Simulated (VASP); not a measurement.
Ge:

```xyz
1
Lattice="-1.4473 1.4473 1.4473 1.4473 -1.4473 1.4473 1.4473 1.4473 -1.4473" Properties=species:S:1:pos:R:3 pbc="T T T"
Ge    0.0000    0.0000    0.0000
```

This isn't the form of Ge at room conditions, which is diamond.

| Property | Result |
| --- | --- |
| Program | VASP 6.6.1 |
| Task | relaxation of cell and atoms |
| Functional | PBE |
| Potentials or basis | VASP PAW PBE potentials, release 64 (Ge_d) |
| Cutoff | 600 eV |
| k mesh | 20 × 20 × 20 |
| Occupations | fermi-dirac, width 0.03 eV |
| Spin | no spin polarisation |

At the start: pressure 85.2 GPa; volume 12.13 Å³/atom.

Q: How do energy, volume and symmetry change on relaxing?

A: Over 22 steps the energy falls by 1225.1 meV/atom and the volume is 19.05 Å³/atom (+57.1 %); space group Im-3m (No. 229, to 0.1 Å) before and after.

The path:
| step | energy change (eV) | largest force (eV/Å) | pressure (GPa) | volume (Å³) |
| --- | --- | --- | --- | --- |
| 1 | 0.0000 | 0.0000 | 85.21 | 12.13 |
| 2 | -0.8551 | 0.0000 | -10.60 | 27.33 |
| 3 | -1.2251 | 0.0000 | -0.12 | 19.12 |
| 4 | -1.2250 | 0.0000 | 0.24 | 18.96 |
| 5 | -1.2250 | 0.0000 | 0.36 | 18.96 |
| 6 | -1.2250 | 0.0000 | 0.37 | 18.96 |
| 7 | -1.2250 | 0.0000 | 0.31 | 18.96 |
| 8 | -1.2250 | 0.0000 | 0.33 | 18.96 |
| 9 | -1.2250 | 0.0000 | 0.33 | 18.96 |
| 10 | -1.2250 | 0.0000 | 0.33 | 18.96 |
| 11 | -1.2250 | 0.0000 | 0.33 | 18.96 |
| 12 | -1.2250 | 0.0000 | 0.33 | 18.96 |
| 13 | -1.2250 | 0.0000 | 0.34 | 18.96 |
| 14 | -1.2250 | 0.0000 | 0.34 | 18.96 |
| 15 | -1.2251 | 0.0000 | 0.35 | 18.96 |
| 16 | -1.2251 | 0.0000 | 0.36 | 18.96 |
| 17 | -1.2251 | 0.0000 | 0.13 | 18.96 |
| 18 | -1.2251 | 0.0000 | 0.33 | 18.97 |
| 19 | -1.2251 | 0.0000 | 0.32 | 18.98 |
| 20 | -1.2251 | 0.0000 | 0.20 | 19.00 |
| 21 | -1.2251 | 0.0000 | 0.06 | 19.04 |
| 22 | -1.2251 | 0.0000 | 0.00 | 19.05 |

Final structure:
```xyz
1
Lattice="-1.6825 1.6825 1.6825 1.6825 -1.6825 1.6825 1.6825 1.6825 -1.6825" Properties=species:S:1:pos:R:3 pbc="T T T"
Ge   -1.6825    1.6825    1.6825
```

Caveat: the volume moved by over 15 % at a fixed basis, so the end points are rough.
